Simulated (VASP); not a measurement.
Crystal: Ru.

```
Ru
1.0
     0.00000    1.91500    1.91500
     1.91500    0.00000    1.91500
     1.91500    1.91500    0.00000
Ru
1
Direct
  0.00000 0.00000 0.00000
```

| Property | Result |
| --- | --- |
| Program | VASP 6.6.1 |
| Task | relaxation of cell and atoms |
| Functional | PBE |
| Potentials or basis | VASP PAW PBE potentials, release 64 (Ru_pv) |
| Cutoff | 600 eV |
| k mesh | 18 × 18 × 18 |
| Occupations | gaussian, width 0.1 eV |
| Spin | no spin polarisation |

At the start: pressure -4.7 GPa; volume 14.05 Å³/atom.

Problem. Where does the relaxation end?

Solution. Over 4 steps the energy falls by 3.3 meV/atom and the volume is 13.82 Å³/atom (-1.6 %); space group Fm-3m (No. 225, to 0.05 Å).

Step by step:
| step | energy change (eV) | largest force (eV/Å) | pressure (GPa) | volume (Å³) |
| --- | --- | --- | --- | --- |
| 1 | 0.0000 | 0.0000 | -4.72 | 14.05 |
| 2 | 0.0242 | 0.0000 | 15.36 | 13.22 |
| 3 | -0.0033 | 0.0000 | -0.09 | 13.83 |
| 4 | -0.0033 | 0.0000 | 0.03 | 13.82 |

Final structure:
```cif
data_structure
_symmetry_space_group_name_H-M 'P 1'
_symmetry_Int_Tables_number 1
_cell_length_a 2.6938
_cell_length_b 2.6938
_cell_length_c 2.6938
_cell_angle_alpha 60.000
_cell_angle_beta 60.000
_cell_angle_gamma 60.000
_cell_volume 13.82
loop_
_atom_site_label
_atom_site_type_symbol
_atom_site_fract_x
_atom_site_fract_y
_atom_site_fract_z
_atom_site_occupancy
Ru1 Ru 0.00000 0.00000 0.00000 1
```
